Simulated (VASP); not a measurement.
Set up this calculation in VASP 6.6.1, as the native input.

* Task: single point
* Functional: PBE
* Potentials or basis: VASP PAW PBE potentials, release 64 (Cu, Ni, Be)
* Cutoff: 520 eV
* k mesh: 1 × 1 × 1, shifted
* Occupations: fermi-dirac, width 0.1818 eV
* Spin: no spin polarisation
* Dipole correction: no
* Further INCAR settings: LREAL = Auto; ALGO = Normal; EDIFF = 1e-06; NBANDS = 92; ISYM = 0

The structure of Be2Cu11Ni3 lies in POSCAR:

```
Be2Cu11Ni3
1.0
    5.6151810000     -0.1125830000     -0.0418010000
   -0.1125830000      5.6341360000     -0.0260090000
   -0.0418010000     -0.0260090000      5.8223430000
Cu Ni Be
11 3 2
Direct
    0.9756223649      0.0722067820      0.7093828063
    0.1465945837      0.7994350548      0.9876874836
    0.4332327387      0.0366158584      0.2153517757
    0.5881474202      0.2975025405      0.9554912677
    0.3881310846      0.0405280070      0.6697812823
    0.8757644677      0.5563224534      0.1590284566
    0.6795640410      0.8473319515      0.9355259065
    0.6542225062      0.2918598875      0.4607622977
    0.7489416701      0.7626860314      0.5155033312
    0.3990071854      0.5289198556      0.1866266855
    0.1775056998      0.2741427024      0.4179762500
    0.4265264678      0.5852143815      0.7056320924
    0.8649825170      0.0768364780      0.2517143999
    0.1288451242      0.7853432785      0.4313148244
    0.9751114408      0.4817729907      0.7377284483
    0.1906439150      0.2229491113      0.0388461809
```

These files were run (other wordings do the same):

INCAR

```
SYSTEM = Be2Cu11Ni3
  PREC = Accurate
  ENCUT = 520
  EDIFF = 1E-6
  ISMEAR = -1
  SIGMA = 0.1818
  LREAL = Auto
  LASPH = .True.
  NELM = 60
  ALGO = Normal
  ISIF = 2
  LWAVE = .False.
  LCHARG = .False.
  GGA = PE
  ISYM = 0
  NBANDS = 92
```

KPOINTS

```
Automatic mesh
0
Gamma
  1 1 1
  0.25 0.25 0.25
```

Potentials or basis: VASP PAW PBE potentials, release 64 (Cu, Ni, Be).

Run with:

```console
$ cat potpaw_PBE.64/Cu/POTCAR potpaw_PBE.64/Ni/POTCAR potpaw_PBE.64/Be/POTCAR > POTCAR
$ mpirun -np 1 vasp_std > vasp.out
```

It gave:

```
Pressure      : 7.8 GPa
Largest force : 3.416 eV/Å
```

Caveat: the k points lie up to 1.12 Å⁻¹ apart.

Run time: 88 s on 1 thread of Intel(R) Xeon(R) Platinum 8259CL CPU @ 2.50GHz (Skylake/Cascade Lake) (shared host), peak memory 0.28 GiB.
